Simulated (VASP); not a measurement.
# LiH (Fm-3m) in VASP: a series of runs, part 2 of 2

VASP 6.6.1. Earlier steps stand in the parts before.

## (5) Single point, PBE

Contents of INCAR:

```
SYSTEM = LiH
ALGO = Normal ; EDIFF = 1E-7
ENCUT = 520 ; GGA = PE
ISIF = 2 ; ISMEAR = 0
LASPH = .True. ; LCHARG = .True.
LELF = .True. ; LREAL = .False.
LVHAR = .True. ; LWAVE = .False.
NBANDS = 9 ; NELM = 80
PREC = Accurate ; SIGMA = 0.01
```

Contents of KPOINTS:

```
k-points
0
Gamma
  8 8 8
  0 0 0
```

Contents of POSCAR:

```
LiH
1.0
    0.0000000000      2.0029948929      2.0029948929
    2.0029948929      0.0000000000      2.0029948929
    2.0029948929      2.0029948929      0.0000000000
Li H
1 1
Direct
    0.0000000000      0.0000000000      0.0000000000
    0.5000000000      0.5000000000      0.5000000000
```

Potentials or basis: VASP PAW PBE potentials, release 64 (Li_sv, H).

Launch:

```console
$ cat potpaw_PBE.64/Li_sv/POTCAR potpaw_PBE.64/H/POTCAR > POTCAR
$ mpirun -np 1 vasp_std > vasp.out
```

OUTCAR:

```text
SYSTEM = LiH
   EDIFF = 1E-7
   ENCUT = 520
   GGA = PE
   ISIF = 2
   ISMEAR = 0
   LASPH = .True.
   LREAL = .False.
   NELM = 80
   PREC = Accurate

 ion  position               nearest neighbor table
   1  0.000  0.000  0.000-
   2  0.500  0.500  0.500-

  LATTYP: Found a face centered cubic cell.
 ALAT       =     4.0059897858

  Lattice vectors:

 A1 = (   0.0000000000,   2.0029948929,   2.0029948929)
 A2 = (   2.0029948929,   0.0000000000,   2.0029948929)
 A3 = (   2.0029948929,   2.0029948929,   0.0000000000)

Analysis of symmetry for initial positions (statically):
=====================================================================
 Subroutine PRICEL returns:
 Original cell was already a primitive cell.

 Routine SETGRP: Setting up the symmetry group for a
 face centered cubic supercell.

 Subroutine GETGRP returns: Found 48 space group operations
 (whereof 48 operations were pure point group operations)
 out of a pool of 48 trial point group operations.

The static configuration has the point symmetry O_h .

Analysis of symmetry for dynamics (positions and initial velocities):
[... 163 lines left out ...]
 cond. band min:       3.0781229342   @ k =   0.5000   0.5000   0.0000
 fundamental gap:      2.9777165359
 Fermi energy:         0.1513546052

 k-point     1 :       0.0000    0.0000    0.0000
  band No.  band energies     occupation
      1     -44.1888      2.00000
      2      -5.3401      2.00000
      3      16.2205      0.00000
      4      18.0108      0.00000
      5      18.0108      0.00000
      6      18.0108      0.00000
      7      22.7298      0.00000
      8      22.7298      0.00000
      9      22.7298      0.00000
[... 265 lines left out ...]
 k-point    24 :      -0.3750    0.2500    0.1250
  band No.  band energies     occupation
      1     -44.1349      2.00000
      2      -1.6186      2.00000
      3       5.1938      0.00000
      4       8.9564      0.00000
      5      13.4196      0.00000
      6      16.5425      0.00000
      7      23.1960      0.00000
      8      26.2598      0.00000
      9      27.4731      0.00000

 [... further k-points ...]
[... 5 lines left out ...]
  --------------------------------------------------------------------------------------
  -------------------------------------------------------------------------------------
  Total       -0.0221507     -0.0221507     -0.0221507     -0.0000000     -0.0000000     -0.0000000
  in kB       -2.2081531     -2.2081531     -2.2081531     -0.0000000     -0.0000000     -0.0000000
  external PRESSURE =      -2.2081531 kB  Pullay stress =       0.0000000 kB

 VOLUME and BASIS-vectors are now :
 -----------------------------------------------------------------------------
  energy-cutoff  :      520.00
  volume of cell :       16.07
      direct lattice vectors                 reciprocal lattice vectors
     0.000000000  2.002994893  2.002994893    -0.249626198  0.249626198  0.249626198
     2.002994893  0.000000000  2.002994893     0.249626198 -0.249626198  0.249626198
     2.002994893  2.002994893  0.000000000     0.249626198  0.249626198 -0.249626198

 POSITION                                       TOTAL-FORCE (eV/Angst)
 -----------------------------------------------------------------------------------
      0.00000      0.00000      0.00000         0.000000     -0.000000      0.000000
      2.00299      2.00299      2.00299        -0.000000      0.000000     -0.000000
 -----------------------------------------------------------------------------------
    total drift:                                0.000000     -0.000000     -0.000000

  FREE ENERGIE OF THE ION-ELECTRON SYSTEM (eV)
  ---------------------------------------------------
  free  energy   TOTEN  =        -6.1269181498 eV

  energy  without entropy=       -6.1269181498  energy(sigma->0) =       -6.12691815
```

OSZICAR:

```text
N       E                     dE             d eps       ncg     rms          rms(c)
DAV:   1    -0.160177364699E+01   -0.16018E+01   -0.14930E+03   530   0.397E+02
DAV:   2    -0.631556019874E+01   -0.47138E+01   -0.46892E+01   742   0.554E+01
DAV:   3    -0.636932180791E+01   -0.53762E-01   -0.53752E-01   669   0.516E+00
DAV:   4    -0.636966092170E+01   -0.33911E-03   -0.33910E-03   718   0.286E-01
DAV:   5    -0.636966174963E+01   -0.82793E-06   -0.82793E-06   669   0.106E-02    0.288E+00
DAV:   6    -0.618663775942E+01    0.18302E+00   -0.14873E-01   567   0.120E+00    0.144E+00
DAV:   7    -0.612520374081E+01    0.61434E-01   -0.19302E-01   601   0.154E+00    0.220E-01
DAV:   8    -0.612699375908E+01   -0.17900E-02   -0.42959E-03   612   0.429E-01    0.439E-02
DAV:   9    -0.612692509532E+01    0.68664E-04   -0.16004E-04   645   0.491E-02    0.648E-03
DAV:  10    -0.612691930248E+01    0.57928E-05   -0.63360E-06   632   0.181E-02    0.242E-03
DAV:  11    -0.612691859891E+01    0.70357E-06   -0.20461E-07   716   0.191E-03    0.419E-04
DAV:  12    -0.612691811312E+01    0.48579E-06   -0.72107E-09   358   0.656E-04    0.359E-04
DAV:  13    -0.612691814978E+01   -0.36656E-07   -0.73186E-09   320   0.412E-04
   1 F= -.61269181E+01 E0= -.61269181E+01  d E =-.176282E-15
```

Run time: 11 s. Hardware: 1 thread of Intel Xeon 8259CL, shared host; peak memory 0.13 GiB.

What came out:

```
Free energy            : -6.1269 eV
Band gap on the k mesh : 2.98 eV
```

Caveat: the cutoff is under 1.25 times the usual one of these potentials, so pressure, stress and relaxed cells hold a basis-set (Pulay) error. A k mesh can miss the band edges.

## (6) Single point, r2SCAN

POSCAR is that of step 5.

Contents of INCAR.step1:

```
SYSTEM = LiH
PREC = Accurate
ENCUT = 520
ISMEAR = 0
SIGMA = 0.01
LREAL = .False.
LASPH = .True.
NELM = 100
NBANDS = 9
GGA = PE
ALGO = Normal
EDIFF = 1E-4
LWAVE = .True.
LCHARG = .False.
```

Contents of INCAR.step2:

```
SYSTEM = LiH
PREC = Accurate
ENCUT = 520
EDIFF = 1E-6
ISMEAR = 0
SIGMA = 0.01
LREAL = .False.
LASPH = .True.
NELM = 100
ALGO = Normal
ISIF = 2
LWAVE = .False.
LCHARG = .True.
METAGGA = R2SCAN
LMIXTAU = .True.
LELF = .True.
LVHAR = .True.
NBANDS = 9
ISTART = 1
```

Contents of KPOINTS:

```
Automatic mesh
0
Gamma
  6 6 6
  0 0 0
```

Potentials or basis: VASP PAW PBE potentials, release 64 (Li_sv, H).

Launch:

```console
$ cat potpaw_PBE.64/Li_sv/POTCAR potpaw_PBE.64/H/POTCAR > POTCAR
$ cp INCAR.step1 INCAR
$ mpirun -np 1 vasp_std > vasp.out
$ cp INCAR.step2 INCAR
$ mpirun -np 1 vasp_std > vasp.out
```

Wall time 21 s (1 thread of Intel Xeon 8259CL, shared host); peak memory 0.13 GiB.

Results (log left out):

```yaml
Free_energy: -6.8169 eV
Band_gap_on_the_k_mesh: 3.58 eV
```

Levels at points of the mesh, in eV from the valence-band top:
| k point | band 1 | band 2 | band 3 | band 4 | band 5 | band 6 |
| --- | --- | --- | --- | --- | --- | --- |
| (0.00, 0.00, 0.00) | -45.73 | -5.45 | 17.67 | 19.42 | 19.42 | 19.42 |
| (0.50, 0.00, 0.00) | -45.69 | -2.64 | 5.68 | 14.96 | 18.17 | 18.17 |
| (0.50, 0.50, 0.00) | -45.67 | 0.00 | 3.58 | 11.75 | 11.75 | 15.05 |

Caveat: the k points lie up to 0.45 Å⁻¹ apart; the cutoff is under 1.25 times the usual one of these potentials, so pressure, stress and relaxed cells hold a basis-set (Pulay) error; the PAW data sets were made with another functional, which shifts forces and pressure a little. A k mesh can miss the band edges.

## (7) Summary

```tsv
level	potentials or basis	k mesh	gap on the mesh (eV)
PBE	VASP PAW PBE potentials, release 64 (Li_sv, H)	6 × 6 × 6	2.98
LDA	VASP PAW LDA potentials, release 64 (Li_sv, H)	6 × 6 × 6	2.60
PBE	VASP PAW PBE potentials, release 64 (Li_sv, H)	8 × 8 × 8	2.98
r2SCAN	VASP PAW PBE potentials, release 64 (Li_sv, H)	6 × 6 × 6	3.58
```

Alike in all rows: task single point; no spin polarisation; cell as given; cutoff (eV) 520; smearing gaussian 0.01 eV.

Caveats: some runs use coarse meshes; the cutoff is under 1.25 times the usual one of these potentials, so pressure, stress and relaxed cells hold a basis-set (Pulay) error; the PAW data sets were made with another functional, which shifts forces and pressure a little (at least some runs).

Absolute energies hang on the potentials; compare differences alone.
